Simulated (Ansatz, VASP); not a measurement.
BN: VASP beside Ansatz

```
N B
1.0
     2.53680    0.00000    0.00000
    -1.26840    2.19693    0.00000
     0.00000    0.00000    4.19849
N B
2 2
Direct
  0.33333 0.66667 0.12528
  0.66667 0.33333 0.62528
  0.33333 0.66667 0.49972
  0.66667 0.33333 0.99972
```

Alike in both runs: task single point; functional PBE; k mesh 12 × 12 × 6; occupations fermi-dirac, width 0.05 eV; no spin polarisation.

```csv
,VASP,Ansatz
version,VASP 6.6.1,Ansatz 0.2.0
potentials or method,"VASP PAW PBE potentials, release 64 (N, B)",Ansatz PAW soft_1
plane-wave cutoff (eV),520,420
valence electrons in the cell,16,16
```

|  | VASP | Ansatz | Ansatz less VASP |
| --- | --- | --- | --- |
| gap on the k mesh at the Fermi level (eV) | 5.17 | 5.18 | +0.012 |
| least direct gap on the mesh (eV) | 8.33 | 8.34 | +0.003 |
| pressure (GPa) | 8.0 | 7.5 | -0.52 |
| traceless stress, the component that is largest in VASP (GPa) | -0.47 | -0.42 | +0.045 |
